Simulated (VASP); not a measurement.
Pt: single point with PBEsol

Crystal: Pt.

```
Pt
1.0
     0.00000    1.89916    1.89916
     1.89916    0.00000    1.89916
     1.89916    1.89916    0.00000
Pt
1
Cartesian
  0.0000 0.0000 0.0000
```

This cell differs from its parent crystal: strain -0.030 along x and y, -0.030 along z.

```json
{"Program": "VASP 6.6.1", "Task": "single point", "Functional": "PBEsol", "Potentials or basis": "VASP PAW PBE potentials, release 64 (Pt)", "Cutoff": "520 eV", "k mesh": "20 × 20 × 20", "Occupations": "gaussian, width 0.15 eV", "Spin": "no spin polarisation"}
```

```
Pressure               : 34.0 GPa
Band gap on the k mesh : zero (band 5 reaches 13.67 eV, above the bottom of band 6 at 11.01 eV)
```

Levels at points of the mesh, in eV from the Fermi level:
```csv
k point,band 1,band 2,band 3,band 4,band 5,band 6,band 7,band 8,band 9,band 10
"(0.00, 0.00, 0.00)",-11.45,-4.46,-4.46,-4.46,-1.91,-1.91,14.27,19.79,19.79,19.79
"(0.50, 0.00, 0.00)",-8.46,-4.54,-4.54,-0.97,0.06,0.06,6.58,13.86,19.56,19.56
"(0.50, 0.50, 0.00)",-8.27,-7.75,0.03,0.59,0.59,1.51,9.93,11.62,11.62,21.29
```

Run time: 19 s on 1 thread of Intel(R) Xeon(R) Platinum 8375C CPU @ 2.90GHz (Ice Lake) (shared host), peak memory 0.16 GiB.

Caveat: the cell differs from its parent crystal (strain -0.030 along x and y, -0.030 along z); the PAW data sets were made with another functional, which shifts forces and pressure a little; spin-orbit coupling is left out, which moves the levels of the heavy elements.
